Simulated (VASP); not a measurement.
Write the native input for VASP 6.6.1 that does the following.

* Task: single point
* Functional: PBE
* Potentials or basis: VASP PAW PBE potentials, release 64 (Mg, B)
* Cutoff: 520 eV
* k mesh: 21 × 21 × 16
* Occupations: fermi-dirac, width 0.15 eV
* Spin: no spin polarisation
* Dipole correction: no
* Further INCAR settings: ALGO = Normal; EDIFF = 1e-07; NBANDS = 11

The structure of MgB2 (k07) lies in POSCAR:

```
MgB2
1.0
    3.0757433518      0.0000000000      0.0000000000
   -1.5378716759      2.6636718782      0.0000000000
    0.0000000000      0.0000000000      3.5249783329
Mg B
1 2
Direct
    0.0000000000      0.0000000000      0.0000000000
    0.3333333333      0.6666666667      0.5000000000
    0.6666666667      0.3333333333      0.5000000000
```

The input as run:

INCAR

```
PREC = Accurate
ENCUT = 520
EDIFF = 1E-7
ISMEAR = -1
SIGMA = 0.15
LREAL = False
LASPH = True
NELM = 100
ALGO = Normal
ISIF = 2
LWAVE = False
LCHARG = False
GGA = PE
NBANDS = 11
```

KPOINTS

```
Automatic mesh
0
Gamma
  21 21 16
```

Potentials or basis: VASP PAW PBE potentials, release 64 (Mg, B).

Command:

```sh
$ cat potpaw_PBE.64/Mg/POTCAR potpaw_PBE.64/B/POTCAR > POTCAR
$ mpirun -np 1 vasp_std > vasp.out
```

It gave:

```json
{"Pressure": "-0.3 GPa", "Band gap on the k mesh": "zero (band 4 reaches 7.08 eV, above the bottom of band 5 at 3.29 eV)"}
```

Wall time 2.6 min on 1 thread of AMD EPYC 7R13, on a shared host, peak memory 0.23 GiB.
